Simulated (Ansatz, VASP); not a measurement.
# One calculation of MgS, two programs

File INCAR:

```
PREC     = Accurate       # precision mode
ENCUT    = 600            # plane-wave cutoff, eV
EDIFF    = 1E-6           # SCF threshold, eV
ISMEAR   = -1             # smearing method
SIGMA    = 0.03           # smearing width, eV
LREAL    = False          # projectors in reciprocal space
LASPH    = True           # aspherical terms in the spheres
NELM     = 120            # most SCF steps
ALGO     = Normal         # electronic algorithm
ISIF     = 2              # what is computed and relaxed
LWAVE    = False          # write WAVECAR
LCHARG   = True           # write CHGCAR
GGA      = PE             # functional
LELF     = True           # ELF
LVHAR    = True         
NBANDS   = 11             # bands
GGA_COMPAT= False
```

Contents of KPOINTS:

```
Automatic mesh
0
Gamma
  10 10 10
```

POSCAR

```
MgS
1.0
    0.0000000000      2.6231522148      2.6231522148
    2.6231522148      0.0000000000      2.6231522148
    2.6231522148      2.6231522148      0.0000000000
Mg S
1 1
Direct
    0.0000000000      0.0000000000      0.0000000000
    0.5000000000      0.5000000000      0.5000000000
```

Input for Ansatz:

```yaml
crystal:
  lattice:
    - [0.0, 2.6231522148, 2.6231522148]
    - [2.6231522148, 0.0, 2.6231522148]
    - [2.6231522148, 2.6231522148, 0.0]
  atoms:
    - { symbol: Mg, position: [0.0, 0.0, 0.0] }
    - { symbol: S, position: [0.5, 0.5, 0.5] }
kpoints:
  mp_grid: { grid: [10, 10, 10] }
scf:
  occupations: { method: fermi_dirac, width: 0.03 }
hamiltonian:
  xc: pbe
  pseudopotentials: { kind: all_electron, lapw: { basis_error: 0.00025 } }
output:
  forces: true
  stress: true
  eigenvalues: true
```

Change from the starting cell: volume scaled by 1.025.

Alike in both runs: task single point; functional PBE; k mesh 10 × 10 × 10; occupations fermi-dirac, width 0.03 eV; no spin polarisation.

|  | VASP | Ansatz |
| --- | --- | --- |
| version | VASP 6.6.1 | Ansatz 0.2.0 |
| potentials or method | VASP PAW PBE potentials, release 64 (Mg, S), cutoff 600 eV | all-electron LAPW, scalar-relativistic |

|  | VASP | Ansatz | Ansatz less VASP |
| --- | --- | --- | --- |
| gap on the k mesh at the Fermi level (eV) | 2.72 | 2.73 | +0.012 |
| pressure (GPa) | -1.0 | -0.7 | +0.26 |

Ansatz ran all-electron here, and VASP with PAW potentials.
